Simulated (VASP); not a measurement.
# GaN (F-43m) in VASP: single point with PBE

Aim: the single point of GaN with PBE.

Everything below comes from runs of VASP 6.6.1. Logs are shortened: lines on timing, memory, paths and dates and some standing lists are left out, and cuts for length are marked.

## (1) The cell of the first run

It takes space group F-43m (No. 216, cubic). Conventional cell: a = 4.535 Å, b = 4.535 Å, c = 4.535 Å, α = 90.00°, β = 90.00°, γ = 90.00°. Ga (site symmetry -43m) has 4 N at 1.96 Å within 2.6 Å. Within 2.6 Å of N (site symmetry -43m) lie 4 Ga at 1.96 Å.

## (2) Single point, PBE

Contents of INCAR:

```
SYSTEM = GaN
PREC = Accurate
ENCUT = 600
EDIFF = 1E-6
ISMEAR = 0
SIGMA = 0.01
LREAL = .False.
LASPH = .True.
NELM = 120
ALGO = Normal
ISIF = 2
LWAVE = .False.
LCHARG = .False.
GGA = PE
NBANDS = 16
GGA_COMPAT = .False.
```

Contents of KPOINTS:

```
Automatic mesh
0
Gamma
  8 8 8
  0 0 0
```

Contents of POSCAR:

```
GaN
1.0
    0.0000000000      2.2675000000      2.2675000000
    2.2675000000      0.0000000000      2.2675000000
    2.2675000000      2.2675000000      0.0000000000
Ga N
1 1
Direct
    0.0000000000      0.0000000000      0.0000000000
    0.2500000000      0.2500000000      0.2500000000
```

Potentials or basis: VASP PAW PBE potentials, release 64 (Ga_d, N).

Run with:

```sh
cat potpaw_PBE.64/Ga_d/POTCAR potpaw_PBE.64/N/POTCAR > POTCAR
mpirun -np 1 vasp_std > vasp.out
```

OUTCAR:

```text
SYSTEM = GaN
   PREC = Accurate
   ENCUT = 600
   EDIFF = 1E-6
   ISMEAR = 0
   LREAL = .False.
   LASPH = .True.
   NELM = 120
   ISIF = 2
   GGA = PE

 ion  position               nearest neighbor table
   1  0.000  0.000  0.000-   2 1.96   2 1.96   2 1.96   2 1.96
   2  0.250  0.250  0.250-   1 1.96   1 1.96   1 1.96   1 1.96

  LATTYP: Found a face centered cubic cell.
 ALAT       =     4.5350000000

  Lattice vectors:

 A1 = (   0.0000000000,   2.2675000000,   2.2675000000)
 A2 = (   2.2675000000,   0.0000000000,   2.2675000000)
 A3 = (   2.2675000000,   2.2675000000,   0.0000000000)

Analysis of symmetry for initial positions (statically):
=====================================================================
 Subroutine PRICEL returns:
 Original cell was already a primitive cell.

 Routine SETGRP: Setting up the symmetry group for a
 face centered cubic supercell.

 Subroutine GETGRP returns: Found 24 space group operations
 (whereof 24 operations were pure point group operations)
 out of a pool of 48 trial point group operations.

The static configuration has the point symmetry T_d .

Analysis of symmetry for dynamics (positions and initial velocities):
=====================================================================
 Subroutine PRICEL returns:
 Original cell was already a primitive cell.

 Routine SETGRP: Setting up the symmetry group for a
 face centered cubic supercell.

 Subroutine GETGRP returns: Found 24 space group operations
 (whereof 24 operations were pure point group operations)
 out of a pool of 48 trial point group operations.

The dynamic configuration has the point symmetry T_d .

 Subroutine INISYM returns: Found 24 space group operations
 (whereof 24 operations are pure point group operations),
 and found     1 'primitive' translations

----------------------------------------------------------------------------------------

                                     Primitive cell

  volume of cell :      23.3170

  direct lattice vectors                    reciprocal lattice vectors
     0.000000000  2.267500000  2.267500000    -0.220507166  0.220507166  0.220507166
     2.267500000  0.000000000  2.267500000     0.220507166 -0.220507166  0.220507166
     2.267500000  2.267500000  0.000000000     0.220507166  0.220507166 -0.220507166

  length of vectors
     3.206729253  3.206729253  3.206729253     0.381929616  0.381929616  0.381929616

  position of ions in fractional coordinates (direct lattice)
     0.000000000  0.000000000  0.000000000
     0.250000000  0.250000000  0.250000000

  ion indices of the primitive-cell ions
   primitive index   ion index
                 1           1
                 2           2

----------------------------------------------------------------------------------------

 KPOINTS: Automatic mesh

Automatic generation of k-mesh.
 Grid dimensions read from file:
 generate k-points for:    8    8    8

 Generating k-lattice:

  Cartesian coordinates                     Fractional coordinates (reciprocal lattice)
    -0.027563396  0.027563396  0.027563396     0.125000000  0.000000000  0.000000000
     0.027563396 -0.027563396  0.027563396     0.000000000  0.125000000  0.000000000
     0.027563396  0.027563396 -0.027563396     0.000000000  0.000000000  0.125000000

  Length of vectors
     0.047741202  0.047741202  0.047741202

  Shift w.r.t. Gamma in fractional coordinates (k-lattice)
     0.000000000  0.000000000  0.000000000

 Subroutine IBZKPT returns following result:
 ===========================================

 Found     29 irreducible k-points:

 Following reciprocal coordinates:
            Coordinates               Weight
  0.000000  0.000000  0.000000      1.000000
  0.125000  0.000000  0.000000      8.000000
  0.250000  0.000000  0.000000      8.000000
  0.375000  0.000000  0.000000      8.000000
  0.500000  0.000000  0.000000      4.000000
  0.125000  0.125000  0.000000      6.000000
[... 16 lines left out ...]
  0.500000  0.250000  0.125000     48.000000
 -0.375000  0.250000  0.125000     24.000000
 [... further k-points ...]
   k-points           NKPTS =     29   k-points in BZ     NKDIM =     29   number of bands    NBANDS=     16
   number of dos      NEDOS =    301   number of ions     NIONS =      2
   total plane-waves  NPLWV =  21952
   dimension x,y,z NGX =    28 NGY =   28 NGZ =   28
   dimension x,y,z NGXF=    56 NGYF=   56 NGZF=   56
   ions per type =               1   1
   NGX,Y,Z   is equivalent  to a cutoff of  14.52, 14.52, 14.52 a.u.
   NGXF,Y,Z  is equivalent  to a cutoff of  29.03, 29.03, 29.03 a.u.
 SYSTEM =  GaN
   PREC   = accura    normal or accurate (medium, high low for compatibility)
   ISTART =      0    job   : 0-new  1-cont  2-samecut
   ICHARG =      2    charge: 1-file 2-atom 10-const
   ISPIN  =      1    spin polarized calculation?
   LNONCOLLINEAR =      F non collinear calculations
   LSORBIT =      F    spin-orbit coupling
   LASPH  =      T    aspherical Exc in radial PAW
   ENCUT  =  600.0 eV  44.10 Ry    6.64 a.u.   6.40  6.40  6.40*2*pi/ulx,y,z
   NELM   =    120;   NELMIN=  2; NELMDL= -5     # of ELM steps
   EDIFF  = 0.1E-05   stopping-criterion for ELM
   LREAL  =      F    real-space projection
   EDIFFG = 0.1E-04   stopping-criterion for IOM
   NSW    =      0    number of steps for IOM
   IBRION =     -1    ionic relax: 0-MD 1-quasi-New 2-CG
   NFREE  =      0    steps in history (QN), initial steepest desc. (CG)
   ISIF   =      2    stress and relaxation
   ISYM   =      2    0-nonsym 1-usesym 2-fastsym
   POTIM  = 0.5000    time-step for ionic-motion
   TEBEG  =    0.0;   TEEND  =   0.0 temperature during run
   PSTRESS=    0.0 pullay stress
   NELECT =      18.0000    total number of electrons
   NUPDOWN=      -1.0000    fix difference up-down
   EMIN   =  10.00;   EMAX   =-10.00  energy-range for DOS
   EFERMI =   0.00;   METHOD = LEGACY
   ISMEAR =     0;   SIGMA  =   0.01  broadening in eV -4-tet -1-fermi 0-gaus
   EFERMI_NEDOS =   21; number of points for ismear=-14 and -15
   IALGO  =     38    algorithm
   IMIX   =      4    mixing-type and parameters
     AMIX     =   0.40;   BMIX     =  1.00
     AMIX_MAG =   1.60;   BMIX_MAG =  1.00
  volume/ion in A,a.u.               =      11.66        78.68
  Fermi-wavevector in a.u.,A,eV,Ry     =   1.501787  2.837966 30.686097  2.255365
  Thomas-Fermi vector in A             =   2.613112
   LORBIT       =      0    0 simple, 1 ext, 2 COOP (PROOUT), +10 PAW based schemes
   GGA     = PE    functional components
   LHFCALC =     F    Hartree Fock is set to
   AEXX    =    0.0000 exact exchange contribution
   IVDW    =     0    specifies the selected vdW correction
   LEPSILON=     F    determine dielectric tensor
   LRPA    =     F    only Hartree local field effects (RPA)
 non-spin polarized calculation
 Gauss-broadening in eV      SIGMA  =   0.01
  energy-cutoff  :      600.00
  volume of cell :       23.32
 maximum number of plane-waves:       791
 NGX is ok and might be reduce to    28
   NGX = 13   NGY = 13   NGZ = 13

 number of electron      18.0000004 magnetization

 Free energy of the ion-electron system (eV)
  ---------------------------------------------------
  ext. energy  EPLUGINS =         0.00000000
  ---------------------------------------------------
  free energy    TOTEN  =       -12.15334281 eV

  energy without entropy =      -12.15334281  energy(sigma->0) =      -12.15334281

 E-fermi :   5.1765     XC(G=0): -11.5679

 val. band max:        5.0818611750   @ k =   0.0000   0.0000   0.0000
 cond. band min:       6.6860739080   @ k =   0.0000   0.0000   0.0000
 fundamental gap:      1.6042127331
 Fermi energy:         5.1765107002

 k-point     1 :       0.0000    0.0000    0.0000
  band No.  band energies     occupation
      1     -10.6956      2.00000
      2      -8.3472      2.00000
      3      -8.3472      2.00000
      4      -8.3472      2.00000
      5      -8.0459      2.00000
      6      -8.0459      2.00000
[... 8 lines left out ...]
     15      23.7959      0.00000
     16      23.7959      0.00000

 k-point     2 :       0.1250    0.0000    0.0000
  band No.  band energies     occupation
      1     -10.5345      2.00000
      2      -8.3278      2.00000
      3      -8.3278      2.00000
      4      -8.2808      2.00000
      5      -8.0474      2.00000
      6      -8.0474      2.00000
[... 8 lines left out ...]
     15      22.2176      0.00000
     16      22.2278      0.00000

 k-point     3 :       0.2500    0.0000    0.0000
  band No.  band energies     occupation
      1     -10.1806      2.00000
      2      -8.2896      2.00000
      3      -8.2896      2.00000
      4      -8.0412      2.00000
      5      -8.0412      2.00000
      6      -7.9745      2.00000
[... 8 lines left out ...]
     15      21.8240      0.00000
     16      21.8240      0.00000

 k-point     4 :       0.3750    0.0000    0.0000
  band No.  band energies     occupation
      1      -9.9218      2.00000
      2      -8.2681      2.00000
      3      -8.2681      2.00000
      4      -8.0168      2.00000
      5      -8.0168      2.00000
      6      -7.2954      2.00000
[... 8 lines left out ...]
     15      23.1833      0.00000
     16      23.1833      0.00000
[... 324 lines left out ...]
 k-point    22 :       0.3750    0.2500    0.1250
  band No.  band energies     occupation
      1      -9.9658      2.00000
      2      -8.2480      2.00000
      3      -8.2301      2.00000
      4      -8.1195      2.00000
      5      -8.0185      2.00000
      6      -7.6194      2.00000
[... 8 lines left out ...]
     15      24.0293      0.00000
     16      26.1664      0.00000

 k-point    23 :       0.5000    0.2500    0.1250
  band No.  band energies     occupation
      1      -9.8051      2.00000
      2      -8.2431      2.00000
      3      -8.2006      2.00000
      4      -8.0888      2.00000
      5      -8.0126      2.00000
      6      -6.9325      2.00000
[... 8 lines left out ...]
     15      24.1009      0.00000
     16      25.9820      0.00000

 k-point    24 :      -0.3750    0.2500    0.1250
  band No.  band energies     occupation
      1      -9.7586      2.00000
      2      -8.2483      2.00000
      3      -8.1898      2.00000
      4      -8.0638      2.00000
      5      -8.0144      2.00000
      6      -6.4944      2.00000
[... 8 lines left out ...]
     15      23.7047      0.00000
     16      25.9247      0.00000

 [... further k-points ...]

------------------------ aborting loop because EDIFF is reached ----------------------------------------

  FORCE on cell =-STRESS in cart. coord.  units (eV):
  Direction    XX          YY          ZZ          XY          YZ          ZX
  --------------------------------------------------------------------------------------
  -------------------------------------------------------------------------------------
  Total        0.2178936      0.2178936      0.2178936      0.0000000      0.0000000      0.0000000
  in kB       14.9721181     14.9721181     14.9721181      0.0000000      0.0000000      0.0000000
  external PRESSURE =      14.9721181 kB  Pullay stress =       0.0000000 kB

 VOLUME and BASIS-vectors are now :
 -----------------------------------------------------------------------------
  energy-cutoff  :      600.00
  volume of cell :       23.32
      direct lattice vectors                 reciprocal lattice vectors
     0.000000000  2.267500000  2.267500000    -0.220507166  0.220507166  0.220507166
     2.267500000  0.000000000  2.267500000     0.220507166 -0.220507166  0.220507166
     2.267500000  2.267500000  0.000000000     0.220507166  0.220507166 -0.220507166

 POSITION                                       TOTAL-FORCE (eV/Angst)
 -----------------------------------------------------------------------------------
      0.00000      0.00000      0.00000        -0.000000     -0.000000     -0.000000
      1.13375      1.13375      1.13375         0.000000      0.000000      0.000000
 -----------------------------------------------------------------------------------
    total drift:                                0.000000      0.000000      0.000000

  FREE ENERGIE OF THE ION-ELECTRON SYSTEM (eV)
  ---------------------------------------------------
  free  energy   TOTEN  =       -12.1533428143 eV

  energy  without entropy=      -12.1533428143  energy(sigma->0) =      -12.15334281
```

Run time: 14 s. Hardware: 1 thread of Intel Xeon Platinum 8259CL at 2.50GHz (Skylake/Cascade Lake), shared host; peak memory 0.16 GiB.

Results:

```
Free energy            : -12.1533 eV
Pressure               : 1.5 GPa
Band gap on the k mesh : 1.60 eV, direct
```

Levels at points of the mesh, in eV from the valence-band top:
| k point | band 7 | band 8 | band 9 | band 10 | band 11 | band 12 |
| --- | --- | --- | --- | --- | --- | --- |
| (0.00, 0.00, 0.00) | 0.00 | 0.00 | 0.00 | 1.60 | 10.18 | 10.18 |
| (0.50, 0.00, 0.00) | -6.92 | -0.95 | -0.95 | 4.51 | 8.63 | 10.27 |
| (0.50, 0.50, 0.00) | -6.05 | -2.64 | -2.64 | 3.35 | 6.55 | 11.58 |
